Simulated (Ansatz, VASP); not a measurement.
One calculation of ZrC, two programs

INCAR

```
PREC     = Accurate       # precision mode
ENCUT    = 520            # plane-wave cutoff, eV
EDIFF    = 1E-7           # SCF threshold, eV
ISMEAR   = 0              # smearing method
SIGMA    = 0.05           # smearing width, eV
LREAL    = F              # projectors in reciprocal space
LASPH    = T              # aspherical terms in the spheres
NELM     = 100            # most SCF steps
ALGO     = Normal         # electronic algorithm
ISIF     = 2              # what is computed and relaxed
LWAVE    = F              # write WAVECAR
LCHARG   = F              # write CHGCAR
GGA      = PS             # functional
NBANDS   = 24             # bands
```

Contents of KPOINTS:

```
Automatic mesh
0
Gamma
  10 10 6
```

POSCAR

```
ZrC
1.0
    3.3502438969      0.0000000000      0.0000000000
   -1.6751219484      2.9013963236      0.0000000000
    0.0000000000      0.0000000000      5.2272646142
Zr C
2 2
Direct
    0.3333333333      0.6666666667      0.2500000000
    0.6666666667      0.3333333333      0.7500000000
    0.0000000000      0.0000000000      0.0000000000
    0.0059697146      0.0000000000      0.5000000000
```

Input for Ansatz:

```yaml
crystal:
  lattice:
    - [3.3502438969, 0.0, 0.0]
    - [-1.6751219484, 2.9013963236, 0.0]
    - [0.0, 0.0, 5.2272646142]
  atoms:
    - { symbol: Zr, position: [0.3333333333, 0.6666666667, 0.25] }
    - { symbol: Zr, position: [0.6666666667, 0.3333333333, 0.75] }
    - { symbol: C, position: [0.0, 0.0, 0.0] }
    - { symbol: C, position: [0.0059697146, 0.0, 0.5] }
basis:
  ecutwfc: 420
  ecutrho_ratio: 4
kpoints:
  mp_grid: { grid: [10, 10, 6] }
hamiltonian:
  xc: pbesol
scf:
  occupations: { method: gaussian, width: 0.05 }
output:
  forces: true
  stress: true
  eigenvalues: true
```

Alike in both runs: task single point; functional PBEsol; k mesh 10 × 10 × 6; occupations gaussian, width 0.05 eV; no spin polarisation.

|  | VASP | Ansatz |
| --- | --- | --- |
| version | VASP 6.6.1 | Ansatz 0.2.0 |
| potentials or method | VASP PAW PBE potentials, release 64 (Zr_sv, C), cutoff 520 eV | scalar-relativistic, plane waves, PAW |
| valence electrons in the cell | 32 | 32 |

Ansatz gave:

| Item | Value |
| --- | --- |
| gap on the k mesh at the Fermi level (eV) | none |
| pressure (GPa) | 0.0 |
| rms of the force components (eV/Å) | 0.096 |

**Question.** Which values does VASP return?

**Answer.** gap on the k mesh at the Fermi level (eV): none; pressure (GPa): 0.4; rms of the force components (eV/Å): 0.096.

VASP's potentials were made for PBE, not for PBEsol. Atom by atom the forces differ by 0.000 eV/Å (rms over components). A gap of «none» marks a metal or a gap that the smearing closes. The functional is the same, so the differences come from potentials, cutoffs and numerics.
